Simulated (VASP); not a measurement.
# NaHf3 (Pm-3m) in VASP: a series of runs

NaHf3 is run at these levels: PBE; tasks: single point, relaxation of cell and atoms.

All numbers are computed with VASP 6.6.1; they aren't measurements. Logs are shortened: lines on timing, memory, paths and dates and some standing lists are left out, and cuts for length are marked.

## (1) The cell of the first run

Symmetry: Pm-3m, No. 221, cubic system. The conventional cell has a = 4.494 Å, b = 4.494 Å, c = 4.494 Å, α = 90.00°, β = 90.00°, γ = 90.00°. Within 4.2 Å of Na (site symmetry m-3m) lie 12 Hf at 3.18 Å. Hf (site symmetry 4/mmm) has 4 Na at 3.18 Å and 8 Hf at 3.18 Å within 4.2 Å.

## (2) Single point, PBE

Input file INCAR:

```
  ALGO = Fast
  EDIFF = 1E-6
  ENCUT = 520
  GGA = PE
  ISIF = 2
  ISMEAR = 0
  LASPH = True
  LCHARG = False
  LREAL = False
  LWAVE = False
  NBANDS = 26
  NELM = 60
  PREC = Accurate
  SIGMA = 0.1
```

Input file KPOINTS:

```
k-points
0
Gamma
  10 10 10
```

Input file POSCAR:

```
NaHf3
1.0
    4.4936781776      0.0000000000      0.0000000000
    0.0000000000      4.4936781776      0.0000000000
    0.0000000000      0.0000000000      4.4936781776
Na Hf
1 3
Direct
    0.0000000000      0.0000000000      0.0000000000
    0.0000000000      0.5000000000      0.5000000000
    0.5000000000      0.0000000000      0.5000000000
    0.5000000000      0.5000000000      0.0000000000
```

Potentials or basis: VASP PAW PBE potentials, release 64 (Na_pv, Hf_pv).

Started as:

```bash
$ cat potpaw_PBE.64/Na_pv/POTCAR potpaw_PBE.64/Hf_pv/POTCAR > POTCAR
$ mpirun -np 1 vasp_std > vasp.out
```

OUTCAR:

```text
EDIFF = 1E-6
   ENCUT = 520
   GGA = PE
   ISIF = 2
   ISMEAR = 0
   LASPH = True
   LREAL = False
   NELM = 60
   PREC = Accurate

 ion  position               nearest neighbor table
   1  0.000  0.000  0.000-   2 3.18   3 3.18   4 3.18   2 3.18   3 3.18   2 3.18   4 3.18   2 3.18
                             3 3.18   4 3.18   3 3.18   4 3.18
   2  0.000  0.500  0.500-   1 3.18   3 3.18   4 3.18   1 3.18   4 3.18   1 3.18   3 3.18   1 3.18
                             3 3.18   4 3.18   4 3.18   3 3.18
   3  0.500  0.000  0.500-   1 3.18   2 3.18   4 3.18   1 3.18   4 3.18   2 3.18   4 3.18   4 3.18
                             1 3.18   2 3.18   1 3.18   2 3.18
   4  0.500  0.500  0.000-   1 3.18   2 3.18   3 3.18   2 3.18   3 3.18   1 3.18   3 3.18   3 3.18
                             1 3.18   2 3.18   2 3.18   1 3.18

  LATTYP: Found a simple cubic cell.
 ALAT       =     4.4936781776

  Lattice vectors:

 A1 = (   4.4936781776,   0.0000000000,   0.0000000000)
 A2 = (   0.0000000000,   4.4936781776,   0.0000000000)
 A3 = (   0.0000000000,   0.0000000000,   4.4936781776)

Analysis of symmetry for initial positions (statically):
=====================================================================
 Subroutine PRICEL returns:
 Original cell was already a primitive cell.

 Routine SETGRP: Setting up the symmetry group for a
 simple cubic supercell.

 Subroutine GETGRP returns: Found 48 space group operations
 (whereof 48 operations were pure point group operations)
 out of a pool of 48 trial point group operations.

The static configuration has the point symmetry O_h .

Analysis of symmetry for dynamics (positions and initial velocities):
=====================================================================
 Subroutine PRICEL returns:
 Original cell was already a primitive cell.

 Routine SETGRP: Setting up the symmetry group for a
 simple cubic supercell.

 Subroutine GETGRP returns: Found 48 space group operations
 (whereof 48 operations were pure point group operations)
 out of a pool of 48 trial point group operations.

The dynamic configuration has the point symmetry O_h .

 Subroutine INISYM returns: Found 48 space group operations
 (whereof 48 operations are pure point group operations),
 and found     1 'primitive' translations

----------------------------------------------------------------------------------------

                                     Primitive cell

  volume of cell :      90.7415

  direct lattice vectors                    reciprocal lattice vectors
     4.493678178  0.000000000  0.000000000     0.222534850  0.000000000  0.000000000
     0.000000000  4.493678178  0.000000000     0.000000000  0.222534850  0.000000000
     0.000000000  0.000000000  4.493678178     0.000000000  0.000000000  0.222534850

  length of vectors
     4.493678178  4.493678178  4.493678178     0.222534850  0.222534850  0.222534850

  position of ions in fractional coordinates (direct lattice)
     0.000000000  0.000000000  0.000000000
     0.000000000  0.500000000  0.500000000
     0.500000000  0.000000000  0.500000000
     0.500000000  0.500000000  0.000000000

  ion indices of the primitive-cell ions
   primitive index   ion index
                 1           1
                 2           2
                 3           3
                 4           4

----------------------------------------------------------------------------------------

 KPOINTS: k-points

Automatic generation of k-mesh.
 Grid dimensions read from file:
 generate k-points for:   10   10   10

 Generating k-lattice:

  Cartesian coordinates                     Fractional coordinates (reciprocal lattice)
     0.022253485  0.000000000  0.000000000     0.100000000  0.000000000  0.000000000
     0.000000000  0.022253485  0.000000000     0.000000000  0.100000000  0.000000000
     0.000000000  0.000000000  0.022253485     0.000000000  0.000000000  0.100000000

  Length of vectors
     0.022253485  0.022253485  0.022253485

  Shift w.r.t. Gamma in fractional coordinates (k-lattice)
     0.000000000  0.000000000  0.000000000

 Subroutine IBZKPT returns following result:
 ===========================================

 Found     56 irreducible k-points:

 Following reciprocal coordinates:
            Coordinates               Weight
  0.000000  0.000000  0.000000      1.000000
  0.100000  0.000000  0.000000      6.000000
  0.200000  0.000000  0.000000      6.000000
  0.300000  0.000000  0.000000      6.000000
  0.400000  0.000000  0.000000      6.000000
  0.500000  0.000000  0.000000      3.000000
[... 16 lines left out ...]
  0.200000  0.100000  0.100000     24.000000
  0.300000  0.100000  0.100000     24.000000
 [... further k-points ...]
   k-points           NKPTS =     56   k-points in BZ     NKDIM =     56   number of bands    NBANDS=     26
   number of dos      NEDOS =    301   number of ions     NIONS =      4
   total plane-waves  NPLWV =  46656
   dimension x,y,z NGX =    36 NGY =   36 NGZ =   36
   dimension x,y,z NGXF=    72 NGYF=   72 NGZF=   72
   ions per type =               1   3
   NGX,Y,Z   is equivalent  to a cutoff of  13.32, 13.32, 13.32 a.u.
   NGXF,Y,Z  is equivalent  to a cutoff of  26.64, 26.64, 26.64 a.u.
 SYSTEM =  unknown system
   PREC   = accura    normal or accurate (medium, high low for compatibility)
   ISTART =      0    job   : 0-new  1-cont  2-samecut
   ICHARG =      2    charge: 1-file 2-atom 10-const
   ISPIN  =      1    spin polarized calculation?
   LNONCOLLINEAR =      F non collinear calculations
   LSORBIT =      F    spin-orbit coupling
   LASPH  =      T    aspherical Exc in radial PAW
   ENCUT  =  520.0 eV  38.22 Ry    6.18 a.u.   8.36  8.36  8.36*2*pi/ulx,y,z
   NELM   =     60;   NELMIN=  2; NELMDL= -5     # of ELM steps
   EDIFF  = 0.1E-05   stopping-criterion for ELM
   LREAL  =      F    real-space projection
   EDIFFG = 0.1E-04   stopping-criterion for IOM
   NSW    =      0    number of steps for IOM
   IBRION =     -1    ionic relax: 0-MD 1-quasi-New 2-CG
   NFREE  =      0    steps in history (QN), initial steepest desc. (CG)
   ISIF   =      2    stress and relaxation
   ISYM   =      2    0-nonsym 1-usesym 2-fastsym
   POTIM  = 0.5000    time-step for ionic-motion
   TEBEG  =    0.0;   TEEND  =   0.0 temperature during run
   PSTRESS=    0.0 pullay stress
   NELECT =      37.0000    total number of electrons
   NUPDOWN=      -1.0000    fix difference up-down
   EMIN   =  10.00;   EMAX   =-10.00  energy-range for DOS
   EFERMI =   0.00;   METHOD = LEGACY
   ISMEAR =     0;   SIGMA  =   0.10  broadening in eV -4-tet -1-fermi 0-gaus
   EFERMI_NEDOS =   21; number of points for ismear=-14 and -15
   IALGO  =     68    algorithm
   IMIX   =      4    mixing-type and parameters
     AMIX     =   0.40;   BMIX     =  1.00
     AMIX_MAG =   1.60;   BMIX_MAG =  1.00
  volume/ion in A,a.u.               =      22.69       153.09
  Fermi-wavevector in a.u.,A,eV,Ry     =   1.213967  2.294064 20.051112  1.473715
  Thomas-Fermi vector in A             =   2.349402
   LORBIT       =      0    0 simple, 1 ext, 2 COOP (PROOUT), +10 PAW based schemes
   GGA     = PE    functional components
   LHFCALC =     F    Hartree Fock is set to
   AEXX    =    0.0000 exact exchange contribution
   IVDW    =     0    specifies the selected vdW correction
   LEPSILON=     F    determine dielectric tensor
   LRPA    =     F    only Hartree local field effects (RPA)
 non-spin polarized calculation
 RMM-DIIS sequential band-by-band and
 Gauss-broadening in eV      SIGMA  =   0.10
  energy-cutoff  :      520.00
  volume of cell :       90.74
 maximum number of plane-waves:      2477
 NGX is ok and might be reduce to    36
   NGX = 17   NGY = 17   NGZ = 17

 number of electron      36.9999978 magnetization

 Free energy of the ion-electron system (eV)
  ---------------------------------------------------
  ext. energy  EPLUGINS =         0.00000000
  ---------------------------------------------------
  free energy    TOTEN  =       -28.71475601 eV

  energy without entropy =      -28.68669344  energy(sigma->0) =      -28.70072472

 E-fermi :   3.7731     XC(G=0): -10.4925

 val. band max:        3.7633704016   @ k =   0.5000   0.1000   0.0000
 cond. band min:       3.7778277146   @ k =   0.4000   0.3000   0.0000
 fundamental gap:      0.0144573130
 Fermi energy:         3.7731229006

 k-point     1 :       0.0000    0.0000    0.0000
  band No.  band energies     occupation
      1     -26.9998      2.00000
      2     -26.9998      2.00000
      3     -26.9998      2.00000
      4     -26.7400      2.00000
      5     -26.7400      2.00000
      6     -26.7400      2.00000
[... 18 lines left out ...]
     25       6.6690      0.00000
     26       8.6723      0.00000

 k-point     2 :       0.1000    0.0000    0.0000
  band No.  band energies     occupation
      1     -26.9928      2.00000
      2     -26.9928      2.00000
      3     -26.9895      2.00000
      4     -26.7422      2.00000
      5     -26.7422      2.00000
      6     -26.7408      2.00000
[... 18 lines left out ...]
     25       6.9432      0.00000
     26       8.4700      0.00000

 k-point     3 :       0.2000    0.0000    0.0000
  band No.  band energies     occupation
      1     -26.9730      2.00000
      2     -26.9730      2.00000
      3     -26.9597      2.00000
      4     -26.7492      2.00000
      5     -26.7492      2.00000
      6     -26.7431      2.00000
[... 18 lines left out ...]
     25       7.1321      0.00000
     26       7.8693      0.00000

 k-point     4 :       0.3000    0.0000    0.0000
  band No.  band energies     occupation
      1     -26.9446      2.00000
      2     -26.9446      2.00000
      3     -26.9147      2.00000
      4     -26.7614      2.00000
      5     -26.7614      2.00000
      6     -26.7458      2.00000
[... 18 lines left out ...]
     25       7.1009      0.00000
     26       7.1104      0.00000

 k-point     5 :       0.4000    0.0000    0.0000
  band No.  band energies     occupation
      1     -26.9158      2.00000
      2     -26.9158      2.00000
      3     -26.8647      2.00000
      4     -26.7767      2.00000
      5     -26.7767      2.00000
      6     -26.7481      2.00000
[... 18 lines left out ...]
     25       6.8775      0.00000
     26       6.9812      0.00000

 k-point     6 :       0.5000    0.0000    0.0000
  band No.  band energies     occupation
      1     -26.9022      2.00000
      2     -26.9022      2.00000
      3     -26.8381      2.00000
      4     -26.7852      2.00000
      5     -26.7852      2.00000
      6     -26.7489      2.00000
[... 427 lines left out ...]
 k-point    21 :       0.5000    0.5000    0.0000
  band No.  band energies     occupation
      1     -27.0101      2.00000
      2     -26.8672      2.00000
      3     -26.7941      2.00000
      4     -26.7941      2.00000
      5     -26.7839      2.00000
      6     -26.7839      2.00000
[... 18 lines left out ...]
     25       6.3960      0.00000
     26       6.4285      0.00000

 k-point    22 :       0.1000    0.1000    0.1000
  band No.  band energies     occupation
      1     -27.0027      2.00000
      2     -26.9639      2.00000
      3     -26.9639      2.00000
      4     -26.7549      2.00000
      5     -26.7549      2.00000
      6     -26.7238      2.00000
[... 18 lines left out ...]
     25       7.0945      0.00000
     26       8.3657      0.00000

 k-point    23 :       0.2000    0.1000    0.1000
  band No.  band energies     occupation
      1     -26.9964      2.00000
      2     -26.9462      2.00000
      3     -26.9274      2.00000
      4     -26.7729      2.00000
      5     -26.7576      2.00000
      6     -26.7140      2.00000
[... 18 lines left out ...]
     25       7.2135      0.00000
     26       7.8573      0.00000

 k-point    24 :       0.3000    0.1000    0.1000
  band No.  band energies     occupation
      1     -26.9744      2.00000
      2     -26.9198      2.00000
      3     -26.8908      2.00000
      4     -26.7948      2.00000
      5     -26.7597      2.00000
      6     -26.7060      2.00000
[... 18 lines left out ...]
     25       6.9470      0.00000
     26       7.4883      0.00000

 [... further k-points ...]
[... 5 lines left out ...]
  --------------------------------------------------------------------------------------
  -------------------------------------------------------------------------------------
  Total       -0.1046396     -0.1046396     -0.1046396     -0.0000000     -0.0000000      0.0000000
  in kB       -1.8475693     -1.8475693     -1.8475693     -0.0000000     -0.0000000      0.0000000
  external PRESSURE =      -1.8475693 kB  Pullay stress =       0.0000000 kB

 VOLUME and BASIS-vectors are now :
 -----------------------------------------------------------------------------
  energy-cutoff  :      520.00
  volume of cell :       90.74
      direct lattice vectors                 reciprocal lattice vectors
     4.493678178  0.000000000  0.000000000     0.222534850  0.000000000  0.000000000
     0.000000000  4.493678178  0.000000000     0.000000000  0.222534850  0.000000000
     0.000000000  0.000000000  4.493678178     0.000000000  0.000000000  0.222534850

 POSITION                                       TOTAL-FORCE (eV/Angst)
 -----------------------------------------------------------------------------------
      0.00000      0.00000      0.00000         0.000000      0.000000      0.000000
      0.00000      2.24684      2.24684         0.000000      0.000000      0.000000
      2.24684      0.00000      2.24684         0.000000      0.000000      0.000000
      2.24684      2.24684      0.00000         0.000000      0.000000      0.000000
 -----------------------------------------------------------------------------------
    total drift:                                0.000000      0.000000      0.000000

  FREE ENERGIE OF THE ION-ELECTRON SYSTEM (eV)
  ---------------------------------------------------
  free  energy   TOTEN  =       -28.7147560107 eV

  energy  without entropy=      -28.6866934392  energy(sigma->0) =      -28.70072472
```

It took 2.1 min on 1 thread of Intel Xeon Platinum 8259CL at 2.50GHz (Skylake/Cascade Lake), shared host; peak memory 0.28 GiB.

What came out:

- Free energy: -28.7148 eV
- Pressure: -0.2 GPa
- Band gap on the k mesh: zero (an odd number of electrons rules out a gap without spin polarisation)

Levels at points of the mesh, in eV from the Fermi level:
| k point | band 16 | band 17 | band 18 | band 19 | band 20 | band 21 | band 22 | band 23 |
| --- | --- | --- | --- | --- | --- | --- | --- | --- |
| (0.00, 0.00, 0.00) | -1.83 | -1.13 | -1.13 | -1.13 | 2.62 | 2.62 | 2.62 | 2.90 |
| (0.50, 0.00, 0.00) | -0.61 | -0.26 | -0.26 | -0.07 | 0.76 | 0.76 | 1.57 | 1.76 |
| (0.50, 0.50, 0.00) | -1.52 | -0.22 | -0.21 | 0.10 | 0.10 | 1.01 | 1.01 | 1.68 |
| (0.50, 0.50, 0.50) | -2.41 | 0.73 | 0.73 | 0.73 | 0.73 | 1.17 | 1.17 | 1.17 |

Caveat: spin-orbit coupling is left out, which moves the levels of the heavy elements.

(Part 1 of 2 ends here.)
